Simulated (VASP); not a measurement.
# SiC (P6_3mc) in VASP: settings compared, part 3 of 3

VASP 6.6.1. Earlier steps stand in the parts before.

### 4 Relaxation of cell and atoms, PBEsol

The input, INCAR:

```
SYSTEM = SiC
  PREC = Accurate
  ENCUT = 600
  EDIFF = 1E-6
  ISMEAR = -1
  SIGMA = 0.02
  LREAL = .False.
  LASPH = .True.
  NELM = 60
  ALGO = Normal
  ISIF = 3
  LWAVE = .False.
  LCHARG = .False.
  GGA = PS
  IBRION = 2
  NSW = 80
  EDIFFG = -0.005
```

The input, KPOINTS:

```
Automatic mesh
0
Gamma
  12 12 2
  0 0 0
```

The input, POSCAR:

```
SiC
1.0
    3.0949980798      0.0000000000      0.0000000000
   -1.5474990399      2.6803469618      0.0000000000
    0.0000000000      0.0000000000     15.1864402053
Si C
6 6
Direct
    0.0000000000      0.0000000000      0.1250399229
    0.0000000000      0.0000000000      0.6250399229
    0.3333333333      0.6666666667      0.2918177964
    0.6666666667      0.3333333333      0.7918177964
    0.3333333333      0.6666666667      0.9583095055
    0.6666666667      0.3333333333      0.4583095055
    0.0000000000      0.0000000000     -0.0003123160
    0.0000000000      0.0000000000      0.4996876840
    0.3333333333      0.6666666667      0.1668296848
    0.6666666667      0.3333333333      0.6668296848
    0.3333333333      0.6666666667      0.8333154064
    0.6666666667      0.3333333333      0.3333154064
```

Potentials or basis: VASP PAW PBE potentials, release 64 (Si, C).

Started as:

```
> cat potpaw_PBE.64/Si/POTCAR potpaw_PBE.64/C/POTCAR > POTCAR
> mpirun -np 1 vasp_std > vasp.out
```

OUTCAR:

```text
SYSTEM = SiC
   PREC = Accurate
   ENCUT = 600
   EDIFF = 1E-6
   ISMEAR = -1
   LREAL = .False.
   LASPH = .True.
   NELM = 60
   ISIF = 3
   GGA = PS
   IBRION = 2
   NSW = 80
   EDIFFG = -0.005

 ion  position               nearest neighbor table
   1  0.000  0.000  0.125-   9 1.90   9 1.90   9 1.90   7 1.90   5 3.10   5 3.10   5 3.10   3 3.10
                             3 3.10   3 3.10
   2  0.000  0.000  0.625-  10 1.90  10 1.90  10 1.90   8 1.90   6 3.10   6 3.10   6 3.10   4 3.10
                             4 3.10   4 3.10
   3  0.333  0.667  0.292-  12 1.89  12 1.89  12 1.89   9 1.90   6 3.10   6 3.10   6 3.10   1 3.10
                             1 3.10   1 3.10
   4  0.667  0.333  0.792-  11 1.89  11 1.89  11 1.89  10 1.90   5 3.10   5 3.10   5 3.10   2 3.10
                             2 3.10   2 3.10
   5  0.333  0.667  0.958-   7 1.89   7 1.89   7 1.89  11 1.90   4 3.10   4 3.10   4 3.10   1 3.10
                             1 3.10   1 3.10
   6  0.667  0.333  0.458-   8 1.89   8 1.89   8 1.89  12 1.90   3 3.10   3 3.10   3 3.10   2 3.10
                             2 3.10   2 3.10
   7  0.000  0.000  1.000-   5 1.89   5 1.89   5 1.89   1 1.90
   8  0.000  0.000  0.500-   6 1.89   6 1.89   6 1.89   2 1.90
   9  0.333  0.667  0.167-   1 1.90   1 1.90   1 1.90   3 1.90
  10  0.667  0.333  0.667-   2 1.90   2 1.90   2 1.90   4 1.90
  11  0.333  0.667  0.833-   4 1.89   4 1.89   4 1.89   5 1.90
  12  0.667  0.333  0.333-   3 1.89   3 1.89   3 1.89   6 1.90

  LATTYP: Found a hexagonal cell.
 ALAT       =     3.0949980798
 C/A-ratio  =     4.9067688618

  Lattice vectors:

 A1 = (   3.0949980798,   0.0000000000,   0.0000000000)
 A2 = (  -1.5474990399,   2.6803469618,   0.0000000000)
 A3 = (   0.0000000000,   0.0000000000,  15.1864402053)

Analysis of symmetry for initial positions (statically):
=====================================================================
 Subroutine PRICEL returns:
 Original cell was already a primitive cell.

 Routine SETGRP: Setting up the symmetry group for a
 hexagonal supercell.

 Subroutine GETGRP returns: Found 12 space group operations
 (whereof  6 operations were pure point group operations)
 out of a pool of 24 trial point group operations.

The static configuration has the point symmetry C_3v.
 The point group associated with its full space group is C_6v.

Analysis of symmetry for dynamics (positions and initial velocities):
=====================================================================
 Subroutine PRICEL returns:
 Original cell was already a primitive cell.

 Routine SETGRP: Setting up the symmetry group for a
 hexagonal supercell.

 Subroutine GETGRP returns: Found 12 space group operations
 (whereof  6 operations were pure point group operations)
 out of a pool of 24 trial point group operations.

The dynamic configuration has the point symmetry C_3v.
 The point group associated with its full space group is C_6v.

 Subroutine INISYM returns: Found 12 space group operations
 (whereof  6 operations are pure point group operations),
 and found     1 'primitive' translations

----------------------------------------------------------------------------------------

                                     Primitive cell

  volume of cell :     125.9817

[... 90 lines left out ...]
   k-points           NKPTS =     38   k-points in BZ     NKDIM =     38   number of bands    NBANDS=     31
   number of dos      NEDOS =    301   number of ions     NIONS =     12
   total plane-waves  NPLWV =  98784
   dimension x,y,z NGX =    28 NGY =   28 NGZ =  126
   dimension x,y,z NGXF=    56 NGYF=   56 NGZF=  252
   ions per type =               6   6
   NGX,Y,Z   is equivalent  to a cutoff of  15.04, 15.04, 13.79 a.u.
   NGXF,Y,Z  is equivalent  to a cutoff of  30.08, 30.08, 27.59 a.u.
 SYSTEM =  SiC
   PREC   = accura    normal or accurate (medium, high low for compatibility)
   ISTART =      0    job   : 0-new  1-cont  2-samecut
   ICHARG =      2    charge: 1-file 2-atom 10-const
   ISPIN  =      1    spin polarized calculation?
   LNONCOLLINEAR =      F non collinear calculations
   LSORBIT =      F    spin-orbit coupling
   LASPH  =      T    aspherical Exc in radial PAW
   ENCUT  =  600.0 eV  44.10 Ry    6.64 a.u.   6.18  6.18 30.33*2*pi/ulx,y,z
   NELM   =     60;   NELMIN=  2; NELMDL= -5     # of ELM steps
   EDIFF  = 0.1E-05   stopping-criterion for ELM
   LREAL  =      F    real-space projection
   EDIFFG = -.5E-02   stopping-criterion for IOM
   NSW    =     80    number of steps for IOM
   IBRION =      2    ionic relax: 0-MD 1-quasi-New 2-CG
   NFREE  =      1    steps in history (QN), initial steepest desc. (CG)
   ISIF   =      3    stress and relaxation
   ISYM   =      2    0-nonsym 1-usesym 2-fastsym
   POTIM  = 0.5000    time-step for ionic-motion
   TEBEG  =    0.0;   TEEND  =   0.0 temperature during run
   PSTRESS=    0.0 pullay stress
   NELECT =      48.0000    total number of electrons
   NUPDOWN=      -1.0000    fix difference up-down
   EMIN   =  10.00;   EMAX   =-10.00  energy-range for DOS
   EFERMI =   0.00;   METHOD = LEGACY
   ISMEAR =    -1;   SIGMA  =   0.02  broadening in eV -4-tet -1-fermi 0-gaus
   EFERMI_NEDOS =   21; number of points for ismear=-14 and -15
   IALGO  =     38    algorithm
   IMIX   =      4    mixing-type and parameters
     AMIX     =   0.40;   BMIX     =  1.00
     AMIX_MAG =   1.60;   BMIX_MAG =  1.00
  volume/ion in A,a.u.               =      10.50        70.85
  Fermi-wavevector in a.u.,A,eV,Ry     =   1.186823  2.242771 19.164485  1.408550
  Thomas-Fermi vector in A             =   2.322988
   LORBIT       =      0    0 simple, 1 ext, 2 COOP (PROOUT), +10 PAW based schemes
   GGA     = PS    functional components
   LHFCALC =     F    Hartree Fock is set to
   AEXX    =    0.0000 exact exchange contribution
   IVDW    =     0    specifies the selected vdW correction
   LEPSILON=     F    determine dielectric tensor
   LRPA    =     F    only Hartree local field effects (RPA)
 conjugate gradient relaxation of ions
 non-spin polarized calculation
  energy-cutoff  :      600.00
  volume of cell :      125.98
 maximum number of plane-waves:      4232
 NGX is ok and might be reduce to    28
   NGX = 13   NGY = 13   NGZ = 61

--------------------------------------- Ionic step        1  -------------------------------------------

 number of electron      47.9999999 magnetization

 Free energy of the ion-electron system (eV)
  ---------------------------------------------------
  ext. energy  EPLUGINS =         0.00000000
  ---------------------------------------------------
  free energy    TOTEN  =       -95.49537335 eV

  energy without entropy =      -95.49537335  energy(sigma->0) =      -95.49537335

------------------------ aborting loop because EDIFF is reached ----------------------------------------

  FORCE on cell =-STRESS in cart. coord.  units (eV):
  Direction    XX          YY          ZZ          XY          YZ          ZX
  --------------------------------------------------------------------------------------
  -------------------------------------------------------------------------------------
  Total       -2.4932357     -2.4932357     -2.4840660      0.0000000      0.0000000      0.0000000
  in kB      -31.7078312    -31.7078312    -31.5912147      0.0000000      0.0000000      0.0000000
  external PRESSURE =     -31.6689591 kB  Pullay stress =       0.0000000 kB
[... 79 lines left out ...]
--------------------------------------- Ionic step        3  -------------------------------------------

 number of electron      47.9999999 magnetization

 Free energy of the ion-electron system (eV)
  ---------------------------------------------------
  ext. energy  EPLUGINS =         0.00000000
  ---------------------------------------------------
  free energy    TOTEN  =       -95.51389938 eV

  energy without entropy =      -95.51389938  energy(sigma->0) =      -95.51389938

 E-fermi :   8.5028     XC(G=0): -11.5035

 val. band max:        8.1023580467   @ k =   0.0000   0.0000   0.0000
 cond. band min:      10.0146796505   @ k =   0.5000   0.0000   0.0000
 fundamental gap:      1.9123216038
 Fermi energy:         8.5027837600

 k-point     1 :       0.0000    0.0000    0.0000
  band No.  band energies     occupation
      1      -7.3751      2.00000
      2      -6.8513      2.00000
      3      -6.8155      2.00000
      4      -5.3114      2.00000
      5      -5.2828      2.00000
      6      -3.7710      2.00000
[... 805 lines left out ...]
     30      13.3179      0.00000
     31      14.1109      0.00000

 [... further k-points ...]

------------------------ aborting loop because EDIFF is reached ----------------------------------------

  FORCE on cell =-STRESS in cart. coord.  units (eV):
  Direction    XX          YY          ZZ          XY          YZ          ZX
  --------------------------------------------------------------------------------------
  -------------------------------------------------------------------------------------
  Total        0.0066795      0.0066795     -0.0169513      0.0000000      0.0000000     -0.0000000
  in kB        0.0862090      0.0862090     -0.2187809      0.0000000      0.0000000     -0.0000000
  external PRESSURE =      -0.0154543 kB  Pullay stress =       0.0000000 kB
[... 27 lines left out ...]
  FREE ENERGIE OF THE ION-ELECTRON SYSTEM (eV)
  ---------------------------------------------------
  free  energy   TOTEN  =       -95.5138993765 eV

  energy  without entropy=      -95.5138993765  energy(sigma->0) =      -95.51389938

 reached required accuracy - stopping structural energy minimisation
```

It took 5.3 min on 1 thread of Intel Xeon Platinum 8375C at 2.90GHz (Ice Lake), shared host; peak memory 0.38 GiB.

What came out:

- Free energy: -95.5139 eV
- Relaxed volume: 10.34 Å³/atom
- Relaxed cell: a = 3.080 Å, b = 3.080 Å, c = 15.112 Å, α = 90.00°, β = 90.00°, γ = 120.00°
- Space group after relaxing (to 0.1 Å): P6_3mc (No. 186)
- Energy gained by relaxing: 1.5 meV/atom
- Ionic steps: 3
- Pressure after relaxing: 0.0 GPa
- Largest force after relaxing: 0.004 eV/Å
- Band gap on the k mesh: 1.91 eV (least direct gap 3.02 eV)

Forces in eV/Å, atoms in the order of the input:
```
Si   0.000  0.000 -0.004
Si   0.000  0.000 -0.004
Si   0.000  0.000  0.001
Si   0.000  0.000  0.001
Si   0.000  0.000  0.001
Si   0.000  0.000  0.001
C    0.000  0.000  0.002
C    0.000  0.000  0.002
C    0.000  0.000  0.001
C    0.000  0.000  0.001
C    0.000  0.000  0.000
C    0.000  0.000  0.000
```

The path:
| step | energy change (eV) | largest force (eV/Å) | pressure (GPa) | volume (Å³) |
| --- | --- | --- | --- | --- |
| 1 | 0.0000 | 0.0028 | -3.17 | 125.98 |
| 2 | 0.0020 | 0.0120 | 3.52 | 122.24 |
| 3 | -0.0185 | 0.0042 | 0.00 | 124.14 |

Final structure:
```yaml
crystal:
  lattice:
    - [3.07981, 0.00000, 0.00000]
    - [-1.53990, 2.66719, 0.00000]
    - [0.00000, 0.00000, 15.11218]
  atoms:
    - { symbol: Si, position: [0.00000, 0.00000, 0.12504] }
    - { symbol: Si, position: [0.00000, 0.00000, 0.62504] }
    - { symbol: Si, position: [0.33333, 0.66667, 0.29182] }
    - { symbol: Si, position: [0.66667, 0.33333, 0.79182] }
    - { symbol: Si, position: [0.33333, 0.66667, 0.95831] }
    - { symbol: Si, position: [0.66667, 0.33333, 0.45831] }
    - { symbol: C, position: [0.00000, 0.00000, 0.99968] }
    - { symbol: C, position: [0.00000, 0.00000, 0.49968] }
    - { symbol: C, position: [0.33333, 0.66667, 0.16683] }
    - { symbol: C, position: [0.66667, 0.33333, 0.66683] }
    - { symbol: C, position: [0.33333, 0.66667, 0.83332] }
    - { symbol: C, position: [0.66667, 0.33333, 0.33332] }
```

Levels at points of the mesh, in eV from the valence-band top:
| k point | band 22 | band 23 | band 24 | band 25 | band 26 | band 27 |
| --- | --- | --- | --- | --- | --- | --- |
| (0.00, 0.00, 0.00) | -0.04 | 0.00 | 0.00 | 5.12 | 5.29 | 5.70 |
| (0.50, 0.00, 0.00) | -1.79 | -1.68 | -1.10 | 1.91 | 2.10 | 3.10 |
| (0.00, 0.00, 0.50) | -0.10 | -0.10 | -0.10 | 5.19 | 5.19 | 5.93 |
| (0.50, 0.00, 0.50) | -1.73 | -1.31 | -1.31 | 1.95 | 1.95 | 3.32 |

Caveat: the PAW data sets were made with another functional, which shifts forces and pressure a little.

### 5 Summary

| level | potentials or basis | cell | gap on the mesh (eV) | pressure (GPa) | relaxed volume (Å³/atom) |
| --- | --- | --- | --- | --- | --- |
| LDA | VASP PAW LDA potentials, release 64 (Si, C) | relaxed from a = 3.095, b = 3.095, c = 15.186 Å, angles 90.0, 90.0, 120.0°, 12 atoms | 1.97 | 0.0 | 10.15 |
| PBE | VASP PAW PBE potentials, release 64 (Si, C) | relaxed from a = 3.095, b = 3.095, c = 15.170 Å, angles 90.0, 90.0, 120.0°, 12 atoms | 2.03 | 0.0 | 10.49 |
| PBEsol | VASP PAW PBE potentials, release 64 (Si, C) | relaxed from a = 3.095, b = 3.095, c = 15.186 Å, angles 90.0, 90.0, 120.0°, 12 atoms | 1.91 | 0.0 | 10.34 |

Alike in all rows: task relaxation of cell and atoms; no spin polarisation; k mesh 12 × 12 × 2; cutoff (eV) 600; smearing fermi-dirac 0.02 eV.

Caveats: the PAW data sets were made with another functional, which shifts forces and pressure a little (at least some runs).

Absolute energies hang on the potentials; compare differences alone.
